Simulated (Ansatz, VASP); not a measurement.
**One calculation of Be3CdSe4, two programs**

```
CELL_PARAMETERS angstrom
3.83634 2.21491 3.14931
-3.83634 2.21491 3.14931
0.00000 -4.42983 3.14931
ATOMIC_POSITIONS crystal
Be 0.50031 0.99969 0.00016
Be 0.99969 0.00016 0.50031
Be 0.00016 0.50031 0.99969
Cd 0.49865 0.49865 0.49865
Se 0.22707 0.22707 0.22707
Se 0.77258 0.22830 0.77323
Se 0.22830 0.77323 0.77258
Se 0.77323 0.77258 0.22830
```

Change from the starting cell: species swapped into the VFe3Si4 type (R3, No. 146).

Alike in both runs: functional PBE; k mesh 3 × 3 × 3; occupations gaussian, width 0.15 eV; no spin polarisation.

Ansatz relaxed the structure, and its values are those at the end. VASP's run is a single point on that final structure, the one shown.

|  | VASP | Ansatz |
| --- | --- | --- |
| version | VASP 6.6.1 | Ansatz 0.2.0 |
| potentials or method | VASP PAW PBE potentials, release 64 (Be, Cd, Se), cutoff 600 eV | scalar-relativistic, plane waves, PAW |
| valence electrons in the cell | 42 | 90 |

```csv
,VASP,Ansatz,Ansatz less VASP
gap on the k mesh at the Fermi level (eV),2.63,2.62,-0.005
least direct gap on the mesh (eV),2.63,2.62,-0.005
pressure (GPa),0.6,0.4,-0.23
rms of the force components (eV/Å),0.015,0.007,-0.0082
```

The functional is the same, so the differences come from potentials, cutoffs and numerics. VASP's potentials hold 42 valence electrons a cell and Ansatz's 90, so a difference there can come from the potentials and not from the codes.
